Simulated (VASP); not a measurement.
Wanted: the native input for a VASP 6.6.1 run.

```
Task                   : single point
Functional             : r2SCAN
Potentials or basis    : VASP PAW PBE potentials, release 64 (C)
Cutoff                 : 520 eV
k mesh                 : 12 × 12 × 12
Occupations            : gaussian, width 0.05 eV
Spin                   : no spin polarisation
Dipole correction      : no
Further INCAR settings : ALGO = Normal; EDIFF = 1e-06; NBANDS = 11
```

Crystal: C.

```
C
1.0
     0.00000    1.87924    1.59735
     1.87924    0.00000    1.59735
     1.87924    1.87924    0.00000
C
2
Direct
  0.50000 0.50000 0.50000
  0.75000 0.75000 0.75000
```

This cell differs from its parent crystal: ratio of the length along z to the lengths across it x 0.85, volume and fractional coordinates fixed.

One way to write it, as run:

POSCAR

```
C
1.0
    0.0000000000      1.8792371979      1.5973516182
    1.8792371979      0.0000000000      1.5973516182
    1.8792371979      1.8792371979      0.0000000000
C
2
Direct
    0.5000000000      0.5000000000      0.5000000000
    0.7500000000      0.7500000000      0.7500000000
```

INCAR.step1

```
PREC = Accurate
ENCUT = 520
ISMEAR = 0
SIGMA = 0.05
LREAL = False
LASPH = True
NELM = 100
NBANDS = 11
GGA = PE
ALGO = Normal
EDIFF = 1E-4
LWAVE = True
LCHARG = False
```

INCAR.step2

```
PREC = Accurate
ENCUT = 520
EDIFF = 1E-6
ISMEAR = 0
SIGMA = 0.05
LREAL = False
LASPH = True
NELM = 100
ALGO = Normal
ISIF = 2
LWAVE = False
LCHARG = True
METAGGA = R2SCAN
LMIXTAU = True
LELF = True
LVHAR = True
NBANDS = 11
ISTART = 1
```

KPOINTS

```
Automatic mesh
0
Gamma
  12 12 12
```

Potentials or basis: VASP PAW PBE potentials, release 64 (C).

Run with:

```bash
$ cat potpaw_PBE.64/C/POTCAR > POTCAR
$ cp INCAR.step1 INCAR
$ mpirun -np 1 vasp_std > vasp.out
$ cp INCAR.step2 INCAR
$ mpirun -np 1 vasp_std > vasp.out
```

Results of the run:

* Pressure: 1.8 GPa
* Band gap on the k mesh: 0.31 eV, indirect (least direct gap 3.25 eV)

Caveat: the PAW data sets were made with another functional, which shifts forces and pressure a little.

Run time: 40 s on 1 thread of AMD EPYC 9R45 (Zen 5) (shared host), peak memory 0.09 GiB.
